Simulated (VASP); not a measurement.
A run of VASP 6.6.1 is set up as follows.

Contents of INCAR:

```
SYSTEM = Sc
ALGO = Normal
EDIFF = 1E-7
ENCUT = 520
GGA = PE
ISIF = 2
ISMEAR = -1
LASPH = .True.
LCHARG = .False.
LREAL = .False.
LWAVE = .False.
NBANDS = 12
NELM = 60
PREC = Accurate
SIGMA = 0.06122561905347299
```

Contents of KPOINTS:

```
k-points
0
Gamma
  21 21 21
  0 0 0
```

POSCAR

```
Sc
1.0
   -1.8633711169      1.8633711169      1.8633711169
    1.8633711169     -1.8633711169      1.8633711169
    1.8633711169      1.8633711169     -1.8633711169
Sc
1
Direct
    0.0000000000      0.0000000000      0.0000000000
```

Potentials or basis: VASP PAW PBE potentials, release 64 (Sc_sv).

Run with:

```bash
$ cat potpaw_PBE.64/Sc_sv/POTCAR > POTCAR
$ mpirun -np 1 vasp_std > vasp.out
```

**Question.** What does it give for the pressure?

**Answer.** -1.9 GPa.

**Question.** Predict the band gap on the k mesh.

**Answer.** Zero (an odd number of electrons rules out a gap without spin polarisation).
